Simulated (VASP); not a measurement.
# CoSi2 in VASP: notebook

The runs below take CoSi2 through single point, with PBEsol.

All numbers are computed with VASP 6.6.1; they aren't measurements. Logs are shortened: lines on timing, memory, paths and dates and some standing lists are left out, and cuts for length are marked.

## (1) The cell of the first run

The typed cell holds 6 atoms: a = 3.755 Å, b = 3.757 Å, c = 5.313 Å, α = 90.03°, β = 90.03°, γ = 89.99°.

## (2) Single point, PBEsol (all atoms moved at random, sigma 0.02 Å a component, then relaxed in part)

Input file INCAR:

```
ALGO = Normal
EDIFF = 1E-6
ENCUT = 520
GGA = PS
ISIF = 2
ISMEAR = 0
LASPH = T
LCHARG = T
LELF = T
LREAL = F
LVHAR = T
LWAVE = F
NBANDS = 26
NELM = 80
PREC = Accurate
SIGMA = 0.15
```

Input file KPOINTS:

```
k-points
0
Gamma
  10 10 6
```

Input file POSCAR:

```
CoSi2
1.0
   -0.0010002756     -2.6551120437     -2.6557630034
   -0.0010678852      2.6560141436     -2.6566651033
    5.3129697943     -0.0000676096      0.0020681608
Co Si
2 4
Direct
    0.4999441880      0.4999439106      0.4999812894
    0.0000434902      0.0000268711     -0.0000095817
    0.0001489366      0.4998933274      0.7500379181
    0.5000985910     -0.0001479814      0.2500900278
   -0.0001416244      0.5001669426      0.2499361831
    0.4999064186      0.0001169297      0.7499641633
```

Potentials or basis: VASP PAW PBE potentials, release 64 (Co, Si).

Started as:

```sh
$ cat potpaw_PBE.64/Co/POTCAR potpaw_PBE.64/Si/POTCAR > POTCAR
$ mpirun -np 1 vasp_std > vasp.out
```

OUTCAR:

```text
EDIFF = 1E-6
   ENCUT = 520
   GGA = PS
   ISIF = 2
   ISMEAR = 0
   LASPH = T
   LREAL = F
   NELM = 80
   PREC = Accurate

 ion  position               nearest neighbor table
   1  0.500  0.500  0.500-   5 2.30   4 2.30   3 2.30   3 2.30   6 2.30   5 2.30   4 2.30   6 2.30

   2  0.000  0.000  1.000-   4 2.30   6 2.30   5 2.30   3 2.30   6 2.30   5 2.30   3 2.30   4 2.30

   3  0.000  0.500  0.750-   1 2.30   2 2.30   1 2.30   2 2.30   6 2.65   5 2.66   6 2.66   6 2.66
                             6 2.66   5 2.66
   4  0.500  1.000  0.250-   1 2.30   2 2.30   1 2.30   2 2.30   5 2.65   6 2.66   5 2.66   5 2.66
                             5 2.66   6 2.66
   5  1.000  0.500  0.250-   1 2.30   2 2.30   1 2.30   2 2.30   4 2.65   3 2.66   4 2.66   4 2.66
                             3 2.66   4 2.66
   6  0.500  0.000  0.750-   2 2.30   2 2.30   1 2.30   1 2.30   3 2.65   4 2.66   3 2.66   3 2.66
                             3 2.66   4 2.66

  LATTYP: Found a triclinic cell.
 ALAT       =     3.7566317017
 B/A-ratio  =     1.4138000970
 C/A-ratio  =     1.4142909444
 COS(alpha) =     0.0000255213
 COS(beta)  =     0.0005685504
 COS(gamma) =     0.7071402167

  Lattice vectors:

 A1 = (   0.0010678852,  -2.6560141436,   2.6566651033)
 A2 = (   0.0000676096,  -5.3111261873,   0.0009020999)
 A3 = (   5.3129697943,  -0.0000676096,   0.0020681608)

Analysis of symmetry for initial positions (statically):
=====================================================================
 Subroutine PRICEL returns:
 Original cell was already a primitive cell.

 Routine SETGRP: Setting up the symmetry group for a
 triclinic supercell.

 Subroutine GETGRP returns: Found  1 space group operations
 (whereof  1 operations were pure point group operations)
 out of a pool of  2 trial point group operations.

The static configuration has the point symmetry C_1 .

Analysis of symmetry for dynamics (positions and initial velocities):
=====================================================================
 Subroutine PRICEL returns:
 Original cell was already a primitive cell.

 Routine SETGRP: Setting up the symmetry group for a
 triclinic supercell.

 Subroutine GETGRP returns: Found  1 space group operations
 (whereof  1 operations were pure point group operations)
 out of a pool of  2 trial point group operations.

The dynamic configuration has the point symmetry C_1 .

 Subroutine INISYM returns: Found  1 space group operations
 (whereof  1 operations are pure point group operations),
 and found     1 'primitive' translations

----------------------------------------------------------------------------------------

                                     Primitive cell

  volume of cell :      74.9526

  direct lattice vectors                    reciprocal lattice vectors
    -0.001000276 -2.655112044 -2.655763003     0.000070891 -0.188315961 -0.188269847
    -0.001067885  2.656014144 -2.656665103     0.000075658  0.188252018 -0.188205904
     5.312969794 -0.000067610  0.002068161     0.188218678  0.000002384 -0.000073274

  length of vectors
     3.755355921  3.756631702  5.312970197     0.266286390  0.266195963  0.188218692

  position of ions in fractional coordinates (direct lattice)
     0.499944188  0.499943911  0.499981289
     0.000043490  0.000026871  0.999990418
     0.000148937  0.499893327  0.750037918
     0.500098591  0.999852019  0.250090028
     0.999858376  0.500166943  0.249936183
     0.499906419  0.000116930  0.749964163

  ion indices of the primitive-cell ions
   primitive index   ion index
                 1           1
                 2           2
                 3           3
                 4           4
                 5           5
                 6           6

----------------------------------------------------------------------------------------

 KPOINTS: k-points

Automatic generation of k-mesh.
 Grid dimensions read from file:
 generate k-points for:   10   10    6

 Generating k-lattice:

  Cartesian coordinates                     Fractional coordinates (reciprocal lattice)
     0.000007089 -0.018831596 -0.018826985     0.100000000 -0.000000000  0.000000000
     0.000007566  0.018825202 -0.018820590     0.000000000  0.100000000  0.000000000
     0.031369780  0.000000397 -0.000012212    -0.000000000  0.000000000  0.166666667

  Length of vectors
     0.026628639  0.026619596  0.031369782

  Shift w.r.t. Gamma in fractional coordinates (k-lattice)
     0.000000000  0.000000000  0.000000000

 Subroutine IBZKPT returns following result:
 ===========================================

 Found    304 irreducible k-points:

 Following reciprocal coordinates:
            Coordinates               Weight
  0.000000  0.000000  0.000000      1.000000
  0.100000 -0.000000 -0.000000      2.000000
  0.200000 -0.000000 -0.000000      2.000000
  0.300000  0.000000 -0.000000      2.000000
  0.400000 -0.000000 -0.000000      2.000000
  0.500000  0.000000 -0.000000      1.000000
[... 16 lines left out ...]
 -0.400000  0.200000  0.000000      2.000000
 -0.300000  0.200000  0.000000      2.000000
 [... further k-points ...]
   k-points           NKPTS =    304   k-points in BZ     NKDIM =    304   number of bands    NBANDS=     26
   number of dos      NEDOS =    301   number of ions     NIONS =      6
   total plane-waves  NPLWV =  31360
   dimension x,y,z NGX =    28 NGY =   28 NGZ =   40
   dimension x,y,z NGXF=    56 NGYF=   56 NGZF=   80
   ions per type =               2   4
   NGX,Y,Z   is equivalent  to a cutoff of  12.40, 12.39, 12.52 a.u.
   NGXF,Y,Z  is equivalent  to a cutoff of  24.79, 24.78, 25.03 a.u.
 SYSTEM =  unknown system
   PREC   = accura    normal or accurate (medium, high low for compatibility)
   ISTART =      0    job   : 0-new  1-cont  2-samecut
   ICHARG =      2    charge: 1-file 2-atom 10-const
   ISPIN  =      1    spin polarized calculation?
   LNONCOLLINEAR =      F non collinear calculations
   LSORBIT =      F    spin-orbit coupling
   LASPH  =      T    aspherical Exc in radial PAW
   ENCUT  =  520.0 eV  38.22 Ry    6.18 a.u.   6.98  6.98  9.88*2*pi/ulx,y,z
   NELM   =     80;   NELMIN=  2; NELMDL= -5     # of ELM steps
   EDIFF  = 0.1E-05   stopping-criterion for ELM
   LREAL  =      F    real-space projection
   EDIFFG = 0.1E-04   stopping-criterion for IOM
   NSW    =      0    number of steps for IOM
   IBRION =     -1    ionic relax: 0-MD 1-quasi-New 2-CG
   NFREE  =      0    steps in history (QN), initial steepest desc. (CG)
   ISIF   =      2    stress and relaxation
   ISYM   =      2    0-nonsym 1-usesym 2-fastsym
   POTIM  = 0.5000    time-step for ionic-motion
   TEBEG  =    0.0;   TEEND  =   0.0 temperature during run
   PSTRESS=    0.0 pullay stress
   NELECT =      34.0000    total number of electrons
   NUPDOWN=      -1.0000    fix difference up-down
   EMIN   =  10.00;   EMAX   =-10.00  energy-range for DOS
   EFERMI =   0.00;   METHOD = LEGACY
   ISMEAR =     0;   SIGMA  =   0.15  broadening in eV -4-tet -1-fermi 0-gaus
   EFERMI_NEDOS =   21; number of points for ismear=-14 and -15
   IALGO  =     38    algorithm
   IMIX   =      4    mixing-type and parameters
     AMIX     =   0.40;   BMIX     =  1.00
     AMIX_MAG =   1.60;   BMIX_MAG =  1.00
  volume/ion in A,a.u.               =      12.49        84.30
  Fermi-wavevector in a.u.,A,eV,Ry     =   1.257879  2.377046 21.527944  1.582259
  Thomas-Fermi vector in A             =   2.391516
   LORBIT       =      0    0 simple, 1 ext, 2 COOP (PROOUT), +10 PAW based schemes
   GGA     = PS    functional components
   LHFCALC =     F    Hartree Fock is set to
   AEXX    =    0.0000 exact exchange contribution
   IVDW    =     0    specifies the selected vdW correction
   LEPSILON=     F    determine dielectric tensor
   LRPA    =     F    only Hartree local field effects (RPA)
 non-spin polarized calculation
 Gauss-broadening in eV      SIGMA  =   0.15
  energy-cutoff  :      520.00
  volume of cell :       74.95
 maximum number of plane-waves:      2072
   NGX = 13   NGY = 13   NGZ = 19

 number of electron      33.9999993 magnetization

 Free energy of the ion-electron system (eV)
  ---------------------------------------------------
  ext. energy  EPLUGINS =         0.00000000
  ---------------------------------------------------
  free energy    TOTEN  =       -41.97877621 eV

  energy without entropy =      -41.95818172  energy(sigma->0) =      -41.96847896

 E-fermi :  10.3153     XC(G=0): -11.9688

 val. band max:       10.3100654689   @ k =   0.3000   0.0000  -0.0000
 cond. band min:      10.3209491164   @ k =   0.2000  -0.2000   0.1667
 fundamental gap:      0.0108836475
 Fermi energy:        10.3152841150

 k-point     1 :       0.0000    0.0000    0.0000
  band No.  band energies     occupation
      1      -2.9795      2.00000
      2       1.2103      2.00000
      3       2.9698      2.00000
      4       3.8406      2.00000
      5       6.1357      2.00000
      6       6.1381      2.00000
[... 18 lines left out ...]
     25      16.0939      0.00000
     26      16.0995      0.00000

 k-point     2 :       0.1000   -0.0000   -0.0000
  band No.  band energies     occupation
      1      -2.8761      2.00000
      2       1.2891      2.00000
      3       3.0660      2.00000
      4       3.5525      2.00000
      5       5.9169      2.00000
      6       6.1394      2.00000
[... 18 lines left out ...]
     25      15.5818      0.00000
     26      15.6661      0.00000

 k-point     3 :       0.2000   -0.0000   -0.0000
  band No.  band energies     occupation
      1      -2.5678      2.00000
      2       1.5236      2.00000
      3       2.7128      2.00000
      4       3.3801      2.00000
      5       5.3457      2.00000
      6       6.1139      2.00000
[... 572 lines left out ...]
 k-point    23 :      -0.4000    0.2000    0.0000
  band No.  band energies     occupation
      1      -0.9670      2.00000
      2       0.8623      2.00000
      3       2.6935      2.00000
      4       3.9587      2.00000
      5       4.7575      2.00000
      6       4.9825      2.00000
[... 18 lines left out ...]
     25      17.2640      0.00000
     26      18.2510      0.00000

 k-point    24 :      -0.3000    0.2000    0.0000
  band No.  band energies     occupation
      1      -1.6561      2.00000
      2       1.8506      2.00000
      3       2.1954      2.00000
      4       4.2207      2.00000
      5       4.5222      2.00000
      6       4.6106      2.00000
[... 18 lines left out ...]
     25      16.7184      0.00000
     26      17.1361      0.00000

 [... further k-points ...]
[... 5 lines left out ...]
  --------------------------------------------------------------------------------------
  -------------------------------------------------------------------------------------
  Total        0.0602345      0.0712680      0.0593357      0.0004959      0.0142570     -0.0323531
  in kB        1.2875640      1.5234142      1.2683520      0.0106004      0.3047546     -0.6915762
  external PRESSURE =       1.3597767 kB  Pullay stress =       0.0000000 kB

 VOLUME and BASIS-vectors are now :
 -----------------------------------------------------------------------------
  energy-cutoff  :      520.00
  volume of cell :       74.95
      direct lattice vectors                 reciprocal lattice vectors
    -0.001000276 -2.655112044 -2.655763003     0.000070891 -0.188315961 -0.188269847
    -0.001067885  2.656014144 -2.656665103     0.000075658  0.188252018 -0.188205904
     5.312969794 -0.000067610  0.002068161     0.188218678  0.000002384 -0.000073274

 POSITION                                       TOTAL-FORCE (eV/Angst)
 -----------------------------------------------------------------------------------
      2.65535      0.00042     -2.65488         0.001891     -0.000523     -0.003735
      5.31292     -0.00011      0.00188         0.000965      0.001368      0.001643
      3.98439      1.32728     -1.32689         0.000118      0.001655      0.001717
      1.32715      1.32779     -3.98390        -0.002593     -0.000420     -0.001102
      1.32637     -1.32630     -3.98365         0.000018     -0.001129      0.001206
      3.98404     -1.32705     -1.32639        -0.000400     -0.000953      0.000270
 -----------------------------------------------------------------------------------
    total drift:                                0.000004      0.000000     -0.000004

  FREE ENERGIE OF THE ION-ELECTRON SYSTEM (eV)
  ---------------------------------------------------
  free  energy   TOTEN  =       -41.9787762062 eV

  energy  without entropy=      -41.9581817225  energy(sigma->0) =      -41.96847896
```

Run time: 7 min. Hardware: 1 thread of Intel Xeon Platinum 8488C (Sapphire Rapids), shared host; peak memory 0.55 GiB.

Results:

| Property | Result |
| --- | --- |
| Free energy | -41.9788 eV |
| Pressure | 0.1 GPa |
| Largest force | 0.004 eV/Å |
| Band gap on the k mesh | zero (band 17 reaches 12.13 eV, above the bottom of band 18 at 8.95 eV) |

Forces on the atoms (eV/Å):
```
Co   0.002 -0.001 -0.004
Co   0.001  0.001  0.002
Si   0.000  0.002  0.002
Si  -0.003  0.000 -0.001
Si   0.000 -0.001  0.001
Si   0.000 -0.001  0.000
```

Stress tensor (GPa, compression positive):
```
 0.13  0.00 -0.07
 0.00  0.15  0.03
-0.07  0.03  0.13
```

Caveat: the cell differs from its parent crystal (all atoms moved at random, sigma 0.02 Å a component, then relaxed in part); the PAW data sets were made with another functional, which shifts forces and pressure a little.

## (3) Single point, PBEsol (atoms moved at random)

Input file INCAR:

```
PREC = Accurate
ENCUT = 520
EDIFF = 1E-6
ISMEAR = 0
SIGMA = 0.15
LREAL = F
LASPH = T
NELM = 60
ALGO = Normal
ISIF = 2
LWAVE = F
LCHARG = F
GGA = PS
NBANDS = 26
```

Input file KPOINTS:

```
Automatic mesh
0
Gamma
  10 10 6
```

Input file POSCAR:

```
CoSi2
1.0
    0.0000000000     -2.6562539695     -2.6562539695
    0.0000000000      2.6562539695     -2.6562539695
    5.3125079389      0.0000000000      0.0000000000
Co Si
2 4
Direct
    0.4913015242      0.4915607393      0.4955654374
    0.0058374833      0.0020783856     -0.0017241524
    0.0082930713      0.4992890767      0.7501332152
    0.4976740621     -0.0026324490      0.2563274043
    0.0000308787      0.5073928595      0.2491518731
    0.4968629804      0.0023113879      0.7505462224
```

Potentials or basis: VASP PAW PBE potentials, release 64 (Co, Si).

Started as:

```sh
$ cat potpaw_PBE.64/Co/POTCAR potpaw_PBE.64/Si/POTCAR > POTCAR
$ mpirun -np 1 vasp_std > vasp.out
```

Run time: 6.7 min. Hardware: 1 thread of Intel Xeon Platinum 8488C (Sapphire Rapids), shared host; peak memory 0.55 GiB.

The run converged. Its results:

```yaml
Free_energy: -41.9297 eV
Pressure: 0.4 GPa
Largest_force: 0.838 eV/Å
Band_gap_on_the_k_mesh: zero (band 17 reaches 12.11 eV, above the bottom of band 18 at 8.95 eV)
```

Forces on the atoms (eV/Å):
```
Co   0.410 -0.114 -0.722
Co   0.171  0.290  0.259
Si  -0.044  0.405  0.296
Si  -0.441 -0.159 -0.111
Si  -0.083 -0.031  0.341
Si  -0.013 -0.392 -0.063
```

Stress tensor (GPa, compression positive):
```
 0.41 -0.15  1.10
-0.15  0.39 -0.68
 1.10 -0.68  0.39
```

Levels at points of the mesh, in eV from the Fermi level:
```csv
k point,band 15,band 16,band 17,band 18,band 19,band 20
"(0.00, 0.00, 0.00)",-1.38,1.05,1.68,2.88,3.36,3.42
"(0.50, 0.00, 0.00)",-1.12,-1.09,0.19,0.38,2.46,2.60
"(0.00, 0.50, 0.00)",-1.16,-1.09,0.28,0.37,2.50,2.65
"(0.50, 0.50, 0.00)",-1.97,-1.94,-1.38,-1.37,1.69,1.69
"(0.00, 0.00, 0.50)",-0.33,-0.30,-0.20,-0.17,1.51,1.59
"(0.50, 0.00, 0.50)",-0.56,-0.49,-0.35,-0.33,2.67,2.76
"(0.00, 0.50, 0.50)",-0.56,-0.54,-0.44,-0.33,2.71,2.79
"(0.50, 0.50, 0.50)",-1.53,-1.48,-0.70,-0.67,3.67,3.72
```

Caveat: the cell differs from its parent crystal (atoms moved at random); the PAW data sets were made with another functional, which shifts forces and pressure a little.
